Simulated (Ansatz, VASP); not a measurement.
**In3Se in VASP and in Ansatz**

Contents of INCAR:

```
SYSTEM = In3Se
ALGO     = Normal         ! electronic algorithm
EDIFF    = 1E-6           ! SCF threshold, eV
ENCUT    = 520            ! plane-wave cutoff, eV
GGA      = PE             ! functional
ISIF     = 2              ! what is computed and relaxed
ISMEAR   = 0              ! smearing method
IVDW     = 12             ! dispersion correction
LASPH    = .True.         ! aspherical terms in the spheres
LCHARG   = .False.        ! write CHGCAR
LREAL    = .False.        ! projectors in reciprocal space
LWAVE    = .False.        ! write WAVECAR
NBANDS   = 30             ! bands
NELM     = 100            ! most SCF steps
PREC     = Accurate       ! precision mode
SIGMA    = 0.15           ! smearing width, eV
```

KPOINTS

```
k-points
0
Gamma
  8 8 8
  0 0 0
```

File POSCAR:

```
In3Se
1.0
    4.5245298958      0.0000000000      0.0000000000
    0.0000000000      4.5245298958      0.0000000000
    0.0000000000      0.0000000000      4.7008102814
In Se
3 1
Direct
    0.0000000000      0.5000000000      0.5000000000
    0.5000000000      0.0000000000      0.5000000000
    0.5000000000      0.5000000000      0.0000000000
    0.0000000000      0.0000000000      0.0000000000
```

Input for Ansatz:

```yaml
crystal:
  lattice:
    - [4.5245298958, 0.0, 0.0]
    - [0.0, 4.5245298958, 0.0]
    - [0.0, 0.0, 4.7008102814]
  atoms:
    - { symbol: In, position: [0.0, 0.5, 0.5] }
    - { symbol: In, position: [0.5, 0.0, 0.5] }
    - { symbol: In, position: [0.5, 0.5, 0.0] }
    - { symbol: Se, position: [0.0, 0.0, 0.0] }
basis:
  ecutwfc: 420
kpoints:
  mp_grid: { grid: [8, 8, 8] }
hamiltonian:
  xc: pbe
  pseudopotentials: { kind: paw, azcp: { folder: soft_1 } }
  dispersion: d3bj
scf:
  occupations: { method: gaussian, width: 0.15 }
output:
  forces: true
  stress: true
  eigenvalues: true
```

Change from the starting cell: engineering shear strain xy +0.0000, equal normal strain along x and y -0.0375.

Alike in both runs: task single point; functional PBE; dispersion D3(BJ); k mesh 8 × 8 × 8; occupations gaussian, width 0.15 eV; no spin polarisation.

|  | VASP | Ansatz |
| --- | --- | --- |
| version | VASP 6.6.1 | Ansatz 0.2.0 |
| potentials or method | VASP PAW PBE potentials, release 64 (In_d, Se), cutoff 520 eV | scalar-relativistic, plane waves, PAW |
| valence electrons in the cell | 45 | 55 |

```csv
,VASP,Ansatz,Ansatz less VASP
gap on the k mesh at the Fermi level (eV),none,none,-
pressure (GPa),3.7,3.7,+0.01
"traceless stress, the component that is largest in VASP (GPa)",0.08,0.08,-0.001
```

A gap of «none» marks a metal or a gap that the smearing closes. VASP's potentials hold 45 valence electrons a cell and Ansatz's 55, so a difference there can come from the potentials and not from the codes.
